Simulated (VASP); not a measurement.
# LiMg3 (Fm-3m) in VASP: a series of runs, part 2 of 2

VASP 6.6.1. Earlier steps stand in the parts before.

**3. Relaxation of cell and atoms, LDA**

This run uses another cell than the first one, of 21.14 Å³/atom.

File INCAR:

```
SYSTEM = LiMg3
PREC = Accurate ; ENCUT = 600
EDIFF = 1E-6 ; ISMEAR = 0
SIGMA = 0.1 ; LREAL = .False.
LASPH = .True. ; NELM = 80
ALGO = Normal ; ISIF = 3
LWAVE = .False. ; LCHARG = .False.
GGA = CA ; IBRION = 2
NSW = 100 ; EDIFFG = -0.005
```

File KPOINTS:

```
Automatic mesh
0
Gamma
  10 10 10
  0 0 0
```

File POSCAR:

```
LiMg3
1.0
    0.0000000000      3.4836853333      3.4836853333
    3.4836853333      0.0000000000      3.4836853333
    3.4836853333      3.4836853333      0.0000000000
Li Mg
1 3
Direct
    0.5000000000      0.5000000000      0.5000000000
    0.0000000000      0.0000000000      0.0000000000
    0.2500000000      0.2500000000      0.2500000000
    0.7500000000      0.7500000000      0.7500000000
```

Potentials or basis: VASP PAW LDA potentials, release 64 (Li_sv, Mg).

Started as:

```console
$ cat potpaw_LDA.64/Li_sv/POTCAR potpaw_LDA.64/Mg/POTCAR > POTCAR
$ mpirun -np 1 vasp_std > vasp.out
```

OUTCAR:

```text
SYSTEM = LiMg3
   PREC = Accurate
   ENCUT = 600
   EDIFF = 1E-6
   ISMEAR = 0
   LREAL = .False.
   LASPH = .True.
   NELM = 80
   ISIF = 3
   GGA = CA
   IBRION = 2
   NSW = 100
   EDIFFG = -0.005

 ion  position               nearest neighbor table
   1  0.500  0.500  0.500-   3 3.02   3 3.02   3 3.02   4 3.02   4 3.02   4 3.02   4 3.02   3 3.02

   2  0.000  0.000  0.000-   4 3.02   4 3.02   4 3.02   3 3.02   3 3.02   3 3.02   4 3.02   3 3.02

   3  0.250  0.250  0.250-   2 3.02   2 3.02   2 3.02   1 3.02   1 3.02   1 3.02   2 3.02   1 3.02
                             4 3.48   4 3.48   4 3.48   4 3.48   4 3.48   4 3.48
   4  0.750  0.750  0.750-   1 3.02   1 3.02   1 3.02   2 3.02   2 3.02   2 3.02   2 3.02   1 3.02
                             3 3.48   3 3.48   3 3.48   3 3.48   3 3.48   3 3.48

  LATTYP: Found a face centered cubic cell.
 ALAT       =     6.9673706666

  Lattice vectors:

 A1 = (   0.0000000000,   3.4836853333,   3.4836853333)
 A2 = (   3.4836853333,   0.0000000000,   3.4836853333)
 A3 = (   3.4836853333,   3.4836853333,   0.0000000000)

Analysis of symmetry for initial positions (statically):
=====================================================================
 Subroutine PRICEL returns:
 Original cell was already a primitive cell.

 Routine SETGRP: Setting up the symmetry group for a
 face centered cubic supercell.

 Subroutine GETGRP returns: Found 48 space group operations
 (whereof 48 operations were pure point group operations)
 out of a pool of 48 trial point group operations.

The static configuration has the point symmetry O_h .

Analysis of symmetry for dynamics (positions and initial velocities):
=====================================================================
 Subroutine PRICEL returns:
 Original cell was already a primitive cell.

 Routine SETGRP: Setting up the symmetry group for a
 face centered cubic supercell.

 Subroutine GETGRP returns: Found 48 space group operations
 (whereof 48 operations were pure point group operations)
 out of a pool of 48 trial point group operations.

The dynamic configuration has the point symmetry O_h .
[... 141 lines left out ...]

--------------------------------------- Ionic step        1  -------------------------------------------

 number of electron       9.0000005 magnetization

 Free energy of the ion-electron system (eV)
  ---------------------------------------------------
  ext. energy  EPLUGINS =         0.00000000
  ---------------------------------------------------
  free energy    TOTEN  =        -7.64640980 eV

  energy without entropy =       -7.63985285  energy(sigma->0) =       -7.64313133

------------------------ aborting loop because EDIFF is reached ----------------------------------------

  FORCE on cell =-STRESS in cart. coord.  units (eV):
  Direction    XX          YY          ZZ          XY          YZ          ZX
  --------------------------------------------------------------------------------------
  -------------------------------------------------------------------------------------
  Total       -0.7724310     -0.7724310     -0.7724310     -0.0000000      0.0000000      0.0000000
  in kB      -14.6360382    -14.6360382    -14.6360382     -0.0000000      0.0000000      0.0000000
  external PRESSURE =     -14.6360382 kB  Pullay stress =       0.0000000 kB
[... 63 lines left out ...]
--------------------------------------- Ionic step        3  -------------------------------------------

 number of electron       9.0000005 magnetization

 Free energy of the ion-electron system (eV)
  ---------------------------------------------------
  ext. energy  EPLUGINS =         0.00000000
  ---------------------------------------------------
  free energy    TOTEN  =        -7.66451165 eV

  energy without entropy =       -7.65880106  energy(sigma->0) =       -7.66165636

 E-fermi :   2.4748     XC(G=0):  -8.6624

 val. band max:        2.4366200493   @ k =  -0.1000   0.1000   0.0000
 cond. band min:       2.4757223526   @ k =   0.3000   0.2000   0.0000
 fundamental gap:      0.0391023032
 Fermi energy:         2.4748231589

 k-point     1 :       0.0000    0.0000    0.0000
  band No.  band energies     occupation
      1     -42.9707      2.00000
      2      -4.1469      2.00000
      3       4.1987      0.00000
      4       4.1987      0.00000
      5       4.1987      0.00000
      6       4.3225      0.00000
      7       4.3225      0.00000
      8       4.3225      0.00000
[... 243 lines left out ...]
 k-point    24 :       0.4000    0.3000    0.0000
  band No.  band energies     occupation
      1     -42.9708      2.00000
      2      -2.6383      2.00000
      3       0.7216      2.00000
      4       1.0869      2.00000
      5       1.6511      2.00000
      6       2.7805      0.00002
      7       3.7745      0.00000
      8       7.5119      0.00000

 [... further k-points ...]

------------------------ aborting loop because EDIFF is reached ----------------------------------------

  FORCE on cell =-STRESS in cart. coord.  units (eV):
  Direction    XX          YY          ZZ          XY          YZ          ZX
  --------------------------------------------------------------------------------------
  -------------------------------------------------------------------------------------
  Total       -0.0097479     -0.0097479     -0.0097479     -0.0000000     -0.0000000      0.0000000
  in kB       -0.1933177     -0.1933177     -0.1933177     -0.0000000     -0.0000000      0.0000000
  external PRESSURE =      -0.1933177 kB  Pullay stress =       0.0000000 kB
[... 19 lines left out ...]
  FREE ENERGIE OF THE ION-ELECTRON SYSTEM (eV)
  ---------------------------------------------------
  free  energy   TOTEN  =        -7.6645116512 eV

  energy  without entropy=       -7.6588010593  energy(sigma->0) =       -7.66165636

 reached required accuracy - stopping structural energy minimisation
```

Wall time 73 s (1 thread of Intel Xeon Platinum 8175M at 2.50GHz (Skylake/Cascade Lake), shared host); peak memory 0.22 GiB.

Results:

```
Free energy                           : -7.6645 eV
Relaxed volume                        : 20.20 Å³/atom
Relaxed cell                          : a = 4.852 Å, b = 4.852 Å, c = 4.852 Å, α = 60.00°, β = 60.00°, γ = 60.00°
Space group after relaxing (to 0.1 Å) : Fm-3m (No. 225)
Energy gained by relaxing             : 4.5 meV/atom
Ionic steps                           : 3
Pressure after relaxing               : 0.0 GPa
Band gap on the k mesh                : zero (an odd number of electrons rules out a gap without spin polarisation)
```

Step by step:
```tsv
step	energy change (eV)	largest force (eV/Å)	pressure (GPa)	volume (Å³)
1	0.0000	0.0000	-1.46	84.56
2	-0.0153	0.0000	-0.61	82.22
3	-0.0181	0.0000	-0.02	80.79
```

Final structure:
```
Li Mg
1.0
     0.00000    3.43115    3.43115
     3.43115    0.00000    3.43115
     3.43115    3.43115    0.00000
Li Mg
1 3
Direct
  0.50000 0.50000 0.50000
  0.00000 0.00000 0.00000
  0.25000 0.25000 0.25000
  0.75000 0.75000 0.75000
```

Caveat: the cutoff is under 1.25 times the usual one of these potentials, so pressure, stress and relaxed cells hold a basis-set (Pulay) error.
